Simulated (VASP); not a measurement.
A run of VASP 6.6.1 is set up as follows.

Contents of INCAR:

```
SYSTEM = ZnAg
  ALGO = Normal
  EDIFF = 1E-6
  ENCUT = 520
  GGA = PS
  ISIF = 2
  ISMEAR = 0
  LASPH = .True.
  LCHARG = .False.
  LREAL = .False.
  LWAVE = .False.
  NBANDS = 18
  NELM = 60
  PREC = Accurate
  SIGMA = 0.05
```

File KPOINTS:

```
k-points
0
Gamma
  10 10 10
  0 0 0
```

The input POSCAR:

```
ZnAg
1.0
    3.1559993168      0.0000000000      0.0000000000
    0.0000000000      3.1559993168      0.0000000000
    0.0000000000      0.0000000000      3.1559993168
Zn Ag
1 1
Direct
    0.5000000000      0.5000000000      0.5000000000
    0.0000000000      0.0000000000      0.0000000000
```

Potentials or basis: VASP PAW PBE potentials, release 64 (Zn, Ag).

The run is started by

```bash
$ cat potpaw_PBE.64/Zn/POTCAR potpaw_PBE.64/Ag/POTCAR > POTCAR
$ mpirun -np 1 vasp_std > vasp.out
```

Estimate the pressure.

-3.7 GPa.

Caveat: the PAW data sets were made with another functional, which shifts forces and pressure a little.
